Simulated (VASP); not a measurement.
ZnSe, 2 atoms in the cell. It takes space group F-43m (No. 216, cubic). The conventional cell has a = 5.851 Å, b = 5.851 Å, c = 5.851 Å, α = 90.00°, β = 90.00°, γ = 90.00°. Within 3.3 Å of Se (site symmetry -43m) lie 4 Zn at 2.53 Å. Within 3.3 Å of Zn (site symmetry -43m) lie 4 Se at 2.53 Å. 

* Program: VASP 6.6.1
* Task: relaxation of cell and atoms
* Functional: LAK
* Potentials or basis: VASP PAW PBE potentials, release 64 (Se, Zn)
* Cutoff: 720 eV
* k mesh: 8 × 8 × 8
* Occupations: gaussian, width 0.03 eV
* Spin: no spin polarisation
* Tolerance level: screening
* Purpose: cell
* Passes: 3
* Further INCAR settings: ALGO = Normal; EDIFF = 1e-07

Potentials or basis: VASP PAW PBE potentials, release 64 (Se, Zn).

Run with:

```bash
$ cat potpaw_PBE.64/Se/POTCAR potpaw_PBE.64/Zn/POTCAR > POTCAR
$ cp INCAR.step1 INCAR
$ cp POSCAR.step1 POSCAR
$ mpirun -np 2 vasp_std > vasp.out
$ cp CONTCAR POSCAR
$ mpirun -np 2 vasp_std > vasp.out
$ cp CONTCAR POSCAR
$ mpirun -np 2 vasp_std > vasp.out
$ cp CONTCAR POSCAR
$ cp INCAR.step4 INCAR
$ mpirun -np 2 vasp_std > vasp.out
```

Hardware: 2 MPI ranks on Intel(R) Xeon(R) 6975P-C (Granite Rapids), with other jobs on the host.

Q: Estimate the wall time of this run.

A: It took 8.8 min on 2 MPI ranks on Intel(R) Xeon(R) 6975P-C (Granite Rapids), with other jobs on the host, peak memory 0.23 GiB a rank. Counts: k points 29, ion steps 19.
